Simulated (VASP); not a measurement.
Runs of VASP 6.6.1 on YI. The structure is that of space group P-3m1 (No. 164), or close to it. The cells are those of the table. 

```csv
cell,gap on the mesh (eV),pressure (GPa),largest force (eV/Å)
"a = 3.791, b = 3.791, c = 10.617 Å, angles 90.0, 90.0, 120.0°, 4 atoms",none,1.7,(b)
"a = 3.875, b = 3.875, c = 10.853 Å, angles 90.0, 90.0, 120.0°, 4 atoms",none,-1.1,0.18
"a = 4.108, b = 4.108, c = 11.506 Å, angles 90.0, 90.0, 120.0°, 4 atoms",none,-5.6,0.88
"a = 3.956, b = 3.956, c = 11.079 Å, angles 90.0, 90.0, 120.0°, 4 atoms",none,-3.2,(c)
"a = 4.034, b = 4.034, c = 11.297 Å, angles 90.0, 90.0, 120.0°, 4 atoms",none,(a),0.66
```

Alike in all rows: task single point; level LDA; potentials or basis VASP PAW LDA potentials, release 64 (Y_sv, I); no spin polarisation; k mesh 7 × 7 × 3; cutoff (eV) 520; smearing fermi-dirac 0.05 eV.

**Question.** Estimate the missing entries.

**Answer.** (a) -4.6; (b) 0.45; (c) 0.37.

Caveats: spin-orbit coupling is left out, which moves the levels of the heavy elements.

A k mesh can miss the band edges, and the runs leave out spin-orbit coupling on I, Y.

A gap of «none» marks levels without a gap at the run's occupations.
